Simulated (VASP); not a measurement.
# Si in VASP: relaxation of the atoms with LDA

Aim: the relaxation of the atoms of Si with LDA.

Program: VASP 6.6.1. These are calculated values, not measurements. Logs are shortened: lines on timing, memory, paths and dates and some standing lists are left out, and cuts for length are marked.

### 1 The cell of the first run

The cell holds a slab with vacuum, 6 atoms: a = 3.820 Å, b = 3.820 Å, c = 22.752 Å, α = 90.00°, β = 90.00°, γ = 90.00°.

### 2 Relaxation of the atoms, LDA

Input file INCAR:

```
  PREC = Accurate
  ENCUT = 520
  EDIFF = 1E-6
  ISMEAR = -1
  SIGMA = 0.02
  LREAL = False
  LASPH = True
  NELM = 80
  ALGO = Normal
  ISIF = 2
  LWAVE = False
  LCHARG = False
  LDIPOL = True
  IDIPOL = 3
  DIPOL = 0.5 0.5 0.500
  GGA = CA
  IBRION = 2
  NSW = 60
  EDIFFG = -0.01
```

Input file KPOINTS:

```
Automatic mesh
0
Gamma
  8 8 1
```

Input file POSCAR:

```
Si
1.0
    3.8197434381      0.0000000000      0.0000000000
    0.0000000000      3.8197434381      0.0000000000
    0.0000000000      0.0000000000     22.7524000000
Si
6
Direct
    0.7500000000      0.0000000000      0.3516109022
    0.2500000000      0.0000000000      0.4109665413
    0.2500000000      0.5000000000      0.4703221804
    0.7500000000      0.5000000000      0.5296778196
    0.7500000000      0.0000000000      0.5890334587
    0.2500000000      0.0000000000      0.6483890978
```

Potentials or basis: VASP PAW LDA potentials, release 64 (Si).

The run is started by

```console
$ cat potpaw_LDA.64/Si/POTCAR > POTCAR
$ mpirun -np 1 vasp_std > vasp.out
```

OUTCAR:

```text
PREC = Accurate
   ENCUT = 520
   EDIFF = 1E-6
   ISMEAR = -1
   LREAL = False
   LASPH = True
   NELM = 80
   ISIF = 2
   GGA = CA
   IBRION = 2
   NSW = 60
   EDIFFG = -0.01

 ion  position               nearest neighbor table
   1  0.750  0.000  0.352-   2 2.34   2 2.34
   2  0.250  0.000  0.411-   1 2.34   3 2.34   3 2.34   1 2.34
   3  0.250  0.500  0.470-   2 2.34   2 2.34   4 2.34   4 2.34
   4  0.750  0.500  0.530-   5 2.34   5 2.34   3 2.34   3 2.34
   5  0.750  0.000  0.589-   4 2.34   6 2.34   4 2.34   6 2.34
   6  0.250  0.000  0.648-   5 2.34   5 2.34

  LATTYP: Found a simple tetragonal cell.
 ALAT       =     3.8197434381
 C/A-ratio  =     5.9565257114

  Lattice vectors:

 A1 = (   3.8197434381,   0.0000000000,   0.0000000000)
 A2 = (   0.0000000000,   3.8197434381,   0.0000000000)
 A3 = (   0.0000000000,   0.0000000000,  22.7524000000)

Analysis of symmetry for initial positions (statically):
=====================================================================
 Subroutine PRICEL returns:
 Original cell was already a primitive cell.

 Routine SETGRP: Setting up the symmetry group for a
 simple tetragonal supercell.

 Subroutine GETGRP returns: Found  8 space group operations
 (whereof  4 operations were pure point group operations)
 out of a pool of 16 trial point group operations.

The static configuration has the point symmetry C_2h.
 The point group associated with its full space group is D_2h.

Analysis of symmetry for dynamics (positions and initial velocities):
=====================================================================
 Subroutine PRICEL returns:
 Original cell was already a primitive cell.

 Routine SETGRP: Setting up the symmetry group for a
 simple tetragonal supercell.

 Subroutine GETGRP returns: Found  8 space group operations
 (whereof  4 operations were pure point group operations)
 out of a pool of 16 trial point group operations.

The dynamic configuration has the point symmetry C_2h.
 The point group associated with its full space group is D_2h.

 Subroutine INISYM returns: Found  8 space group operations
 (whereof  4 operations are pure point group operations),
 and found     1 'primitive' translations

----------------------------------------------------------------------------------------

                                     Primitive cell

  volume of cell :     331.9675

  direct lattice vectors                    reciprocal lattice vectors
     3.819743438  0.000000000  0.000000000     0.261797688  0.000000000  0.000000000
     0.000000000  3.819743438  0.000000000     0.000000000  0.261797688  0.000000000
     0.000000000  0.000000000 22.752400000     0.000000000  0.000000000  0.043951407

  length of vectors
     3.819743438  3.819743438 22.752400000     0.261797688  0.261797688  0.043951407

  position of ions in fractional coordinates (direct lattice)
     0.750000000  0.000000000  0.351610902
     0.250000000  0.000000000  0.410966541
     0.250000000  0.500000000  0.470322180
     0.750000000  0.500000000  0.529677820
     0.750000000  0.000000000  0.589033459
     0.250000000  0.000000000  0.648389098

  ion indices of the primitive-cell ions
   primitive index   ion index
                 1           1
                 2           2
                 3           3
                 4           4
                 5           5
                 6           6

----------------------------------------------------------------------------------------

 KPOINTS: Automatic mesh

Automatic generation of k-mesh.
 Grid dimensions read from file:
 generate k-points for:    8    8    1

 Generating k-lattice:

  Cartesian coordinates                     Fractional coordinates (reciprocal lattice)
     0.032724711  0.000000000  0.000000000     0.125000000  0.000000000  0.000000000
     0.000000000  0.032724711  0.000000000     0.000000000  0.125000000  0.000000000
     0.000000000  0.000000000  0.043951407     0.000000000  0.000000000  1.000000000

  Length of vectors
     0.032724711  0.032724711  0.043951407

  Shift w.r.t. Gamma in fractional coordinates (k-lattice)
     0.000000000  0.000000000  0.000000000

 Subroutine IBZKPT returns following result:
 ===========================================

 Found     25 irreducible k-points:

 Following reciprocal coordinates:
            Coordinates               Weight
  0.000000  0.000000  0.000000      1.000000
  0.125000  0.000000  0.000000      2.000000
  0.000000  0.125000  0.000000      2.000000
  0.250000  0.000000  0.000000      2.000000
  0.000000  0.250000  0.000000      2.000000
  0.375000  0.000000  0.000000      2.000000
[... 16 lines left out ...]
  0.500000  0.375000  0.000000      2.000000
 -0.375000  0.500000  0.000000      2.000000
   k-points           NKPTS =     25   k-points in BZ     NKDIM =     25   number of bands    NBANDS=     16
   number of dos      NEDOS =    301   number of ions     NIONS =      6
   total plane-waves  NPLWV = 141120
   dimension x,y,z NGX =    28 NGY =   28 NGZ =  180
   dimension x,y,z NGXF=    56 NGYF=   56 NGZF=  360
   ions per type =               6
   NGX,Y,Z   is equivalent  to a cutoff of  12.19, 12.19, 13.15 a.u.
   NGXF,Y,Z  is equivalent  to a cutoff of  24.37, 24.37, 26.30 a.u.
 SYSTEM =  unknown system
   PREC   = accura    normal or accurate (medium, high low for compatibility)
   ISTART =      0    job   : 0-new  1-cont  2-samecut
   ICHARG =      2    charge: 1-file 2-atom 10-const
   ISPIN  =      1    spin polarized calculation?
   LNONCOLLINEAR =      F non collinear calculations
   LSORBIT =      F    spin-orbit coupling
   LASPH  =      T    aspherical Exc in radial PAW
   ENCUT  =  520.0 eV  38.22 Ry    6.18 a.u.   7.10  7.10 42.30*2*pi/ulx,y,z
   NELM   =     80;   NELMIN=  2; NELMDL= -5     # of ELM steps
   EDIFF  = 0.1E-05   stopping-criterion for ELM
   LREAL  =      F    real-space projection
   EDIFFG = -.1E-01   stopping-criterion for IOM
   NSW    =     60    number of steps for IOM
   IBRION =      2    ionic relax: 0-MD 1-quasi-New 2-CG
   NFREE  =      1    steps in history (QN), initial steepest desc. (CG)
   ISIF   =      2    stress and relaxation
   ISYM   =      2    0-nonsym 1-usesym 2-fastsym
   POTIM  = 0.5000    time-step for ionic-motion
   TEBEG  =    0.0;   TEEND  =   0.0 temperature during run
   PSTRESS=    0.0 pullay stress
   NELECT =      24.0000    total number of electrons
   NUPDOWN=      -1.0000    fix difference up-down
   EMIN   =  10.00;   EMAX   =-10.00  energy-range for DOS
   EFERMI =   0.00;   METHOD = LEGACY
   ISMEAR =    -1;   SIGMA  =   0.02  broadening in eV -4-tet -1-fermi 0-gaus
   EFERMI_NEDOS =   21; number of points for ismear=-14 and -15
   IALGO  =     38    algorithm
   IMIX   =      4    mixing-type and parameters
     AMIX     =   0.40;   BMIX     =  1.00
     AMIX_MAG =   1.60;   BMIX_MAG =  1.00
  volume/ion in A,a.u.               =      55.33       373.37
  Fermi-wavevector in a.u.,A,eV,Ry     =   0.681993  1.288780  6.328270  0.465115
  Thomas-Fermi vector in A             =   1.760937
   LORBIT       =      0    0 simple, 1 ext, 2 COOP (PROOUT), +10 PAW based schemes
   GGA     = CA    functional components
   LHFCALC =     F    Hartree Fock is set to
   AEXX    =    0.0000 exact exchange contribution
   IVDW    =     0    specifies the selected vdW correction
   LEPSILON=     F    determine dielectric tensor
   LRPA    =     F    only Hartree local field effects (RPA)
 conjugate gradient relaxation of ions
 non-spin polarized calculation
  energy-cutoff  :      520.00
  volume of cell :      331.97
 maximum number of plane-waves:      8968
   NGX = 15   NGY = 15   NGZ = 85

--------------------------------------- Ionic step        1  -------------------------------------------

 number of electron      24.0000000 magnetization

 Free energy of the ion-electron system (eV)
  ---------------------------------------------------
  ext. energy  EPLUGINS =         0.00000000
  ---------------------------------------------------
  free energy    TOTEN  =       -31.52810633 eV

  energy without entropy =      -31.52327037  energy(sigma->0) =      -31.52568835

------------------------ aborting loop because EDIFF is reached ----------------------------------------

  FORCE on cell =-STRESS in cart. coord.  units (eV):
  Direction    XX          YY          ZZ          XY          YZ          ZX
  --------------------------------------------------------------------------------------
  -------------------------------------------------------------------------------------
  Total       -0.6753818     -3.9422171     -0.6460966      0.0000000      0.0000000      0.0000000
  in kB       -3.2596001    -19.0263518     -3.1182608      0.0000000      0.0000000      0.0000000
  external PRESSURE =      -8.4680709 kB  Pullay stress =       0.0000000 kB
[... 145 lines left out ...]
  energy  without entropy=      -31.5277258853  energy(sigma->0) =      -31.53009383

--------------------------------------- Ionic step        5  -------------------------------------------

 number of electron      24.0000000 magnetization

 dipolmoment           0.000000      0.000000     -0.000000 electrons x Angstroem

------------------------ aborting loop because EDIFF is reached ----------------------------------------

  FORCE on cell =-STRESS in cart. coord.  units (eV):
  Direction    XX          YY          ZZ          XY          YZ          ZX
  --------------------------------------------------------------------------------------
  -------------------------------------------------------------------------------------
  Total       -0.2696665     -4.0547303     -0.2674604      0.0000000      0.0000000      0.0000000
  in kB       -1.3014933    -19.5693749     -1.2908459      0.0000000      0.0000000      0.0000000
  external PRESSURE =      -7.3872380 kB  Pullay stress =       0.0000000 kB
[... 65 lines left out ...]
  energy  without entropy=      -31.5282727825  energy(sigma->0) =      -31.53058557

--------------------------------------- Ionic step        7  -------------------------------------------

 number of electron      24.0000000 magnetization

 dipolmoment           0.000000      0.000000      0.000000 electrons x Angstroem

 Free energy of the ion-electron system (eV)
  ---------------------------------------------------
  ext. energy  EPLUGINS =         0.00000000
  ---------------------------------------------------
  free energy    TOTEN  =       -31.53317821 eV

  energy without entropy =      -31.52858943  energy(sigma->0) =      -31.53088382

 E-fermi :  -1.4748     XC(G=0):  -4.2746

 val. band max:       -1.5179317127   @ k =   0.2500   0.0000   0.0000
 cond. band min:      -1.4705403572   @ k =   0.0000   0.2500   0.0000
 fundamental gap:      0.0473913555
 Fermi energy:        -1.4748041455

 k-point     1 :       0.0000    0.0000    0.0000
  band No.  band energies     occupation
      1     -12.9399      2.00000
      2     -11.7196      2.00000
      3      -9.8879      2.00000
      4      -7.5256      2.00000
      5      -4.8677      2.00000
      6      -3.8393      2.00000
[... 8 lines left out ...]
     15       0.2284      0.00000
     16       0.7801      0.00000
[... 420 lines left out ...]
  band No.  band energies     occupation
      1      -9.9519      2.00000
      2      -9.6433      2.00000
      3      -9.4366      2.00000
      4      -8.2272      2.00000
      5      -7.4007      2.00000
      6      -7.3483      2.00000
[... 8 lines left out ...]
     15       0.7970      0.00000
     16       0.8171      0.00000

 [... further k-points ...]

------------------------ aborting loop because EDIFF is reached ----------------------------------------

 vacuum level on the upper side and lower side of the slab       (xc-potential included)        -0.007        -0.007

  FORCE on cell =-STRESS in cart. coord.  units (eV):
  Direction    XX          YY          ZZ          XY          YZ          ZX
  --------------------------------------------------------------------------------------
  -------------------------------------------------------------------------------------
  Total       -0.1430597     -3.9642761     -0.0081685      0.0000000      0.0000000      0.0000000
  in kB       -0.6904500    -19.1328150     -0.0394236      0.0000000      0.0000000      0.0000000
  external PRESSURE =      -6.6208962 kB  Pullay stress =       0.0000000 kB

 VOLUME and BASIS-vectors are now :
 -----------------------------------------------------------------------------
  energy-cutoff  :      520.00
  volume of cell :      331.97
      direct lattice vectors                 reciprocal lattice vectors
     3.819743438  0.000000000  0.000000000     0.261797688  0.000000000  0.000000000
     0.000000000  3.819743438  0.000000000     0.000000000  0.261797688  0.000000000
     0.000000000  0.000000000 22.752400000     0.000000000  0.000000000  0.043951407
[... 12 lines left out ...]
  FREE ENERGIE OF THE ION-ELECTRON SYSTEM (eV)
  ---------------------------------------------------
  free  energy   TOTEN  =       -31.5331782113 eV

  energy  without entropy=      -31.5285894327  energy(sigma->0) =      -31.53088382

 reached required accuracy - stopping structural energy minimisation

 vacuum level on the upper side and lower side of the slab         3.999         3.999
```

It took 12 min on 1 thread of Oxide Virtual Turin-like, shared host; peak memory 0.31 GiB.

What came out:

```
Free energy               : -31.5332 eV
Energy gained by relaxing : 0.8 meV/atom
Ionic steps               : 7
Band gap on the k mesh    : zero (bands 12 and 13 overlap by 1.03 eV)
```

The path:
```tsv
step	energy change (eV)	largest force (eV/Å)	pressure (GPa)
1	0.0000	0.1873	-0.85
2	-0.0038	0.0736	-0.80
3	-0.0040	0.0430	-0.78
4	-0.0044	0.0332	-0.76
5	-0.0045	0.0464	-0.74
6	-0.0048	0.0329	-0.72
7	-0.0051	0.0014	-0.66
```

Final structure:
```
Si
1.0
     3.81974    0.00000    0.00000
     0.00000    3.81974    0.00000
     0.00000    0.00000   22.75240
Si
6
Direct
  0.75000 0.00000 0.35281
  0.25000 0.00000 0.41103
  0.25000 0.50000 0.47050
  0.75000 0.50000 0.52950
  0.75000 0.00000 0.58897
  0.25000 0.00000 0.64719
```

The gap in the log of VASP goes by the Fermi energy; the results here count the filled bands.